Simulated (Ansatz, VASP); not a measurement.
# Ge: VASP beside Ansatz

```xyz
2
Lattice="0.0000 2.8289 2.8289 2.8289 0.0000 2.8289 2.8289 2.8289 0.0000" Properties=species:S:1:pos:R:3 pbc="T T T"
Ge    4.2434    4.2434    4.2434
Ge    2.8289    2.8289    2.8289
```

Alike in both runs: task single point; functional PBE; k mesh 4 × 4 × 4; occupations fermi-dirac, width 0.05 eV; no spin polarisation.

|  | VASP | Ansatz |
| --- | --- | --- |
| version | VASP 6.6.1 | Ansatz 0.2.0 |
| potentials or method | VASP PAW PBE potentials, release 64 (Ge_d) | Ansatz PAW |
| plane-wave cutoff (eV) | 520 | 420 |
| valence electrons in the cell | 28 | 28 |

|  | VASP | Ansatz | Ansatz less VASP |
| --- | --- | --- | --- |
| gap on the k mesh at the Fermi level (eV) | none | none | - |
| pressure (GPa) | 4.2 | 4.3 | +0.08 |

A gap of «none» marks a metal or a gap that the smearing closes.

The k mesh is coarse, so the values compare programs but aren't converged.
